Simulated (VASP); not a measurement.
# LaBeAsO (P4/nmm) in VASP: density of states with PBE

Aim: the density of states of LaBeAsO with PBE.

All numbers are computed with VASP 6.6.1; they aren't measurements. Logs are shortened: lines on timing, memory, paths and dates and some standing lists are left out, and cuts for length are marked.

**1. The cell of the first run**

Symmetry: P4/nmm, No. 129, tetragonal system. The conventional cell has a = 3.989 Å, b = 3.989 Å, c = 8.871 Å, α = 90.00°, β = 90.00°, γ = 90.00°. Within 3.1 Å of La (site symmetry 4mm) lie 4 O at 2.33 Å. Be (site symmetry -4m2) has 4 As at 2.46 Å and 4 Be at 2.82 Å within 3.2 Å. Within 3.2 Å of As (site symmetry 4mm) lie 4 Be at 2.46 Å. O (site symmetry -4m2) has 4 La at 2.33 Å and 4 O at 2.82 Å within 3.1 Å.

**2. Density of states, PBE**

Input file POSCAR:

```
LaBeAsO
1.0
    3.9891300000      0.0000000000      0.0000000000
    0.0000000000      3.9891300000      0.0000000000
    0.0000000000      0.0000000000      8.8705140000
La Be As O
2 2 2 2
Direct
    0.2500000000      0.2500000000      0.1365000000
    0.7500000000      0.7500000000      0.8635000000
    0.7500000000      0.2500000000      0.5000000000
    0.2500000000      0.7500000000      0.5000000000
    0.2500000000      0.2500000000      0.6625000000
    0.7500000000      0.7500000000      0.3375000000
    0.7500000000      0.2500000000      0.0000000000
    0.2500000000      0.7500000000      0.0000000000
```

Input file INCAR.step1:

```
SYSTEM = LaBeAsO
  PREC = Accurate
  ENCUT = 520
  EDIFF = 1E-6
  ISMEAR = -1
  SIGMA = 0.1
  LREAL = .FALSE.
  LASPH = .TRUE.
  NELM = 60
  ALGO = Normal
  ISIF = 2
  LWAVE = .FALSE.
  LCHARG = .TRUE.
  LMAXMIX = 6
  GGA = PE
  NBANDS = 34
```

Input file KPOINTS.step1:

```
regular mesh
0
G
  7 7 3
  0 0 0
```

Input file INCAR.step2:

```
SYSTEM = LaBeAsO
  PREC = Accurate
  ENCUT = 520
  EDIFF = 1E-6
  ISMEAR = -5
  SIGMA = 0.1
  LREAL = .FALSE.
  LASPH = .TRUE.
  NELM = 60
  ALGO = Normal
  ISIF = 2
  LWAVE = .FALSE.
  LCHARG = .FALSE.
  LMAXMIX = 6
  GGA = PE
  LORBIT = 11
  NEDOS = 1001
  ICHARG = 11
```

Input file KPOINTS.step2:

```
regular mesh
0
G
  11 11 5
  0 0 0
```

Potentials or basis: VASP PAW PBE potentials, release 64 (La, Be, As, O).

On the command line:

```console
> cat potpaw_PBE.64/La/POTCAR potpaw_PBE.64/Be/POTCAR potpaw_PBE.64/As/POTCAR potpaw_PBE.64/O/POTCAR > POTCAR
> cp INCAR.step1 INCAR
> cp KPOINTS.step1 KPOINTS
> mpirun -np 1 vasp_std > vasp.out
> cp INCAR.step2 INCAR
> cp KPOINTS.step2 KPOINTS
> mpirun -np 1 vasp_std > vasp.out
```

OUTCAR:

```text
SYSTEM = LaBeAsO
   PREC = Accurate
   ENCUT = 520
   EDIFF = 1E-6
   ISMEAR = -5
   LREAL = .FALSE.
   LASPH = .TRUE.
   NELM = 60
   ISIF = 2
   GGA = PE
   LORBIT = 11
   ICHARG = 11

 ion  position               nearest neighbor table
   1  0.250  0.250  0.136-   7 2.33   8 2.33   8 2.33   7 2.33
   2  0.750  0.750  0.864-   7 2.33   8 2.33   7 2.33   8 2.33
   3  0.750  0.250  0.500-   5 2.46   6 2.46   6 2.46   5 2.46
   4  0.250  0.750  0.500-   5 2.46   6 2.46   5 2.46   6 2.46
   5  0.250  0.250  0.663-   3 2.46   4 2.46   4 2.46   3 2.46
   6  0.750  0.750  0.337-   3 2.46   4 2.46   3 2.46   4 2.46
   7  0.750  0.250  0.000-   1 2.33   2 2.33   2 2.33   1 2.33
   8  0.250  0.750  0.000-   1 2.33   2 2.33   1 2.33   2 2.33

  LATTYP: Found a simple tetragonal cell.
 ALAT       =     3.9891300000
 C/A-ratio  =     2.2236713268

  Lattice vectors:

 A1 = (   3.9891300000,   0.0000000000,   0.0000000000)
 A2 = (   0.0000000000,   3.9891300000,   0.0000000000)
 A3 = (   0.0000000000,   0.0000000000,   8.8705140000)

Analysis of symmetry for initial positions (statically):
=====================================================================
 Subroutine PRICEL returns:
 Original cell was already a primitive cell.

 Routine SETGRP: Setting up the symmetry group for a
 simple tetragonal supercell.

 Subroutine GETGRP returns: Found 16 space group operations
 (whereof  4 operations were pure point group operations)
 out of a pool of 16 trial point group operations.

The static configuration has the point symmetry C_2h.
 The point group associated with its full space group is D_4h.

Analysis of symmetry for dynamics (positions and initial velocities):
=====================================================================
 Subroutine PRICEL returns:
 Original cell was already a primitive cell.

 Routine SETGRP: Setting up the symmetry group for a
 simple tetragonal supercell.

 Subroutine GETGRP returns: Found 16 space group operations
 (whereof  4 operations were pure point group operations)
 out of a pool of 16 trial point group operations.

The dynamic configuration has the point symmetry C_2h.
 The point group associated with its full space group is D_4h.

 Subroutine INISYM returns: Found 16 space group operations
 (whereof  4 operations are pure point group operations),
 and found     1 'primitive' translations

----------------------------------------------------------------------------------------

                                     Primitive cell

  volume of cell :     141.1579

  direct lattice vectors                    reciprocal lattice vectors
     3.989130000  0.000000000  0.000000000     0.250681226  0.000000000  0.000000000
     0.000000000  3.989130000  0.000000000     0.000000000  0.250681226  0.000000000
     0.000000000  0.000000000  8.870514000     0.000000000  0.000000000  0.112733039

  length of vectors
     3.989130000  3.989130000  8.870514000     0.250681226  0.250681226  0.112733039

  position of ions in fractional coordinates (direct lattice)
     0.250000000  0.250000000  0.136500000
     0.750000000  0.750000000  0.863500000
     0.750000000  0.250000000  0.500000000
     0.250000000  0.750000000  0.500000000
     0.250000000  0.250000000  0.662500000
     0.750000000  0.750000000  0.337500000
     0.750000000  0.250000000  0.000000000
     0.250000000  0.750000000  0.000000000

  ion indices of the primitive-cell ions
   primitive index   ion index
                 1           1
                 2           2
                 3           3
                 4           4
                 5           5
                 6           6
                 7           7
                 8           8

----------------------------------------------------------------------------------------

 KPOINTS: regular mesh

Automatic generation of k-mesh.
 Grid dimensions read from file:
 generate k-points for:   11   11    5

 Generating k-lattice:

  Cartesian coordinates                     Fractional coordinates (reciprocal lattice)
     0.022789202  0.000000000  0.000000000     0.090909091  0.000000000  0.000000000
     0.000000000  0.022789202  0.000000000     0.000000000  0.090909091  0.000000000
     0.000000000  0.000000000  0.022546608     0.000000000  0.000000000  0.200000000

  Length of vectors
     0.022789202  0.022789202  0.022546608

  Shift w.r.t. Gamma in fractional coordinates (k-lattice)
     0.000000000  0.000000000  0.000000000

 TETIRR: Found    891 inequivalent tetrahedra from     3630

 Subroutine IBZKPT returns following result:
 ===========================================

 Found     63 irreducible k-points:

 Following reciprocal coordinates:
            Coordinates               Weight
  0.000000  0.000000  0.000000      1.000000
  0.090909  0.000000  0.000000      4.000000
  0.181818  0.000000  0.000000      4.000000
  0.272727  0.000000  0.000000      4.000000
  0.363636  0.000000  0.000000      4.000000
  0.454545  0.000000  0.000000      4.000000
[... 16 lines left out ...]
  0.090909  0.000000  0.200000      8.000000
  0.181818  0.000000  0.200000      8.000000
 [... further k-points ...]
   k-points           NKPTS =     63   k-points in BZ     NKDIM =     63   number of bands    NBANDS=     29
   number of dos      NEDOS =   1001   number of ions     NIONS =      8
   total plane-waves  NPLWV =  63000
   dimension x,y,z NGX =    30 NGY =   30 NGZ =   70
   dimension x,y,z NGXF=    60 NGYF=   60 NGZF=  140
   ions per type =               2   2   2   2
   NGX,Y,Z   is equivalent  to a cutoff of  12.50, 12.50, 13.12 a.u.
   NGXF,Y,Z  is equivalent  to a cutoff of  25.00, 25.00, 26.24 a.u.
 SYSTEM =  LaBeAsO
   PREC   = accura    normal or accurate (medium, high low for compatibility)
   ISTART =      0    job   : 0-new  1-cont  2-samecut
   ICHARG =     11    charge: 1-file 2-atom 10-const
   ISPIN  =      1    spin polarized calculation?
   LNONCOLLINEAR =      F non collinear calculations
   LSORBIT =      F    spin-orbit coupling
   LASPH  =      T    aspherical Exc in radial PAW
   ENCUT  =  520.0 eV  38.22 Ry    6.18 a.u.   7.42  7.42 16.49*2*pi/ulx,y,z
   NELM   =     60;   NELMIN=  2; NELMDL=  0     # of ELM steps
   EDIFF  = 0.1E-05   stopping-criterion for ELM
   LREAL  =      F    real-space projection
   EDIFFG = 0.1E-04   stopping-criterion for IOM
   NSW    =      0    number of steps for IOM
   IBRION =     -1    ionic relax: 0-MD 1-quasi-New 2-CG
   NFREE  =      0    steps in history (QN), initial steepest desc. (CG)
   ISIF   =      2    stress and relaxation
   ISYM   =      2    0-nonsym 1-usesym 2-fastsym
   POTIM  = 0.5000    time-step for ionic-motion
   TEBEG  =    0.0;   TEEND  =   0.0 temperature during run
   PSTRESS=    0.0 pullay stress
   NELECT =      48.0000    total number of electrons
   NUPDOWN=      -1.0000    fix difference up-down
   EMIN   =  10.00;   EMAX   =-10.00  energy-range for DOS
   EFERMI =   0.00;   METHOD = LEGACY
   ISMEAR =    -5;   SIGMA  =   0.10  broadening in eV -4-tet -1-fermi 0-gaus
   EFERMI_NEDOS =   21; number of points for ismear=-14 and -15
   IALGO  =     38    algorithm
   IMIX   =      4    mixing-type and parameters
     AMIX     =   0.40;   BMIX     =  1.00
     AMIX_MAG =   1.60;   BMIX_MAG =  1.00
  volume/ion in A,a.u.               =      17.64       119.07
  Fermi-wavevector in a.u.,A,eV,Ry     =   1.142668  2.159330 17.765003  1.305691
  Thomas-Fermi vector in A             =   2.279366
   LORBIT       =     11    0 simple, 1 ext, 2 COOP (PROOUT), +10 PAW based schemes
   GGA     = PE    functional components
   LHFCALC =     F    Hartree Fock is set to
   AEXX    =    0.0000 exact exchange contribution
   IVDW    =     0    specifies the selected vdW correction
   LEPSILON=     F    determine dielectric tensor
   LRPA    =     F    only Hartree local field effects (RPA)
 non-spin polarized calculation
 Fermi weights with tetrahedron method with Bloechl corrections
  energy-cutoff  :      520.00
  volume of cell :      141.16
 maximum number of plane-waves:      3841
 NGX is ok and might be reduce to    30

 number of electron      47.9999987 magnetization

 Free energy of the ion-electron system (eV)
  ---------------------------------------------------
  ext. energy  EPLUGINS =         0.00000000
  ---------------------------------------------------
  free energy    TOTEN  =       -51.19914049 eV

  energy without entropy =      -51.19914049  energy(sigma->0) =      -51.19914049

 E-fermi :   6.5120     XC(G=0): -10.0964

 val. band max:        6.4784687501   @ k =   0.0000   0.0000   0.0000
 cond. band min:       7.6244773641   @ k =   0.0000   0.0000   0.0000
 fundamental gap:      1.1460086140
 Fermi energy:         6.5120241173

 k-point     1 :       0.0000    0.0000    0.0000
  band No.  band energies     occupation
      1     -25.3707      2.00000
      2     -25.0978      2.00000
      3     -12.8611      2.00000
      4     -11.5190      2.00000
      5      -9.2876      2.00000
      6      -9.2876      2.00000
[... 21 lines left out ...]
     28       9.4993      0.00000
     29       9.6467      0.00000

 k-point     2 :       0.0909    0.0000    0.0000
  band No.  band energies     occupation
      1     -25.3606      2.00000
      2     -25.0983      2.00000
      3     -12.8765      2.00000
      4     -11.6590      2.00000
      5      -9.2720      2.00000
      6      -9.1901      2.00000
[... 696 lines left out ...]
 k-point    24 :       0.1818    0.0000    0.2000
  band No.  band energies     occupation
      1     -25.3320      2.00000
      2     -25.1010      2.00000
      3     -12.9173      2.00000
      4     -11.9817      2.00000
      5      -9.2270      2.00000
      6      -9.0125      2.00000
[... 21 lines left out ...]
     28       9.4071      0.00000
     29       9.5546      0.00000

 [... further k-points ...]
[... 5 lines left out ...]
  --------------------------------------------------------------------------------------
  -------------------------------------------------------------------------------------
  Total        0.4528703      0.4528703      0.0240787      0.0000000     -0.0000000     -0.0000000
  in kB        5.1401912      5.1401912      0.2732994      0.0000000     -0.0000000     -0.0000000
  external PRESSURE =       3.5178939 kB  Pullay stress =       0.0000000 kB

 VOLUME and BASIS-vectors are now :
 -----------------------------------------------------------------------------
  energy-cutoff  :      520.00
  volume of cell :      141.16
      direct lattice vectors                 reciprocal lattice vectors
     3.989130000  0.000000000  0.000000000     0.250681226  0.000000000  0.000000000
     0.000000000  3.989130000  0.000000000     0.000000000  0.250681226  0.000000000
     0.000000000  0.000000000  8.870514000     0.000000000  0.000000000  0.112733039

 POSITION                                       TOTAL-FORCE (eV/Angst)
 -----------------------------------------------------------------------------------
      0.99728      0.99728      1.21083        -0.000000      0.000000      0.888197
      2.99185      2.99185      7.65969         0.000000      0.000000     -0.888197
      2.99185      0.99728      4.43526         0.000000      0.000000      0.000000
      0.99728      2.99185      4.43526        -0.000000      0.000000      0.000000
      0.99728      0.99728      5.87672        -0.000000      0.000000     -1.199474
      2.99185      2.99185      2.99380        -0.000000      0.000000      1.199474
      2.99185      0.99728      0.00000         0.000000     -0.000000     -0.000000
      0.99728      2.99185      0.00000        -0.000000     -0.000000     -0.000000
 -----------------------------------------------------------------------------------
    total drift:                               -0.000000     -0.000000     -0.000000

  FREE ENERGIE OF THE ION-ELECTRON SYSTEM (eV)
  ---------------------------------------------------
  free  energy   TOTEN  =       -51.1991404937 eV

  energy  without entropy=      -51.1991404937  energy(sigma->0) =      -51.19914049

 total charge

# of ion       s       p       d       f       tot
--------------------------------------------------
    1        2.023   5.680   0.696   0.262   8.661
    2        2.023   5.680   0.696   0.262   8.661
    3        0.332   0.472   0.000   0.000   0.804
    4        0.332   0.472   0.000   0.000   0.804
    5        1.203   1.601   0.017   0.000   2.821
    6        1.203   1.601   0.017   0.000   2.821
    7        1.574   3.487   0.000   0.000   5.061
    8        1.574   3.487   0.000   0.000   5.061
--------------------------------------------------
tot         10.262  22.481   1.425   0.523  34.691
```

Wall time 7.3 min (1 thread of Intel Xeon Platinum 8375C at 2.90GHz (Ice Lake), shared host); peak memory 0.45 GiB.

What came out:

```yaml
Valence_electrons_inside_the_program's_atomic_spheres: La 8.66; Be 0.80; As 2.82; O 5.06
```

Caveat: spin-orbit coupling is left out, which moves the levels of the heavy elements.
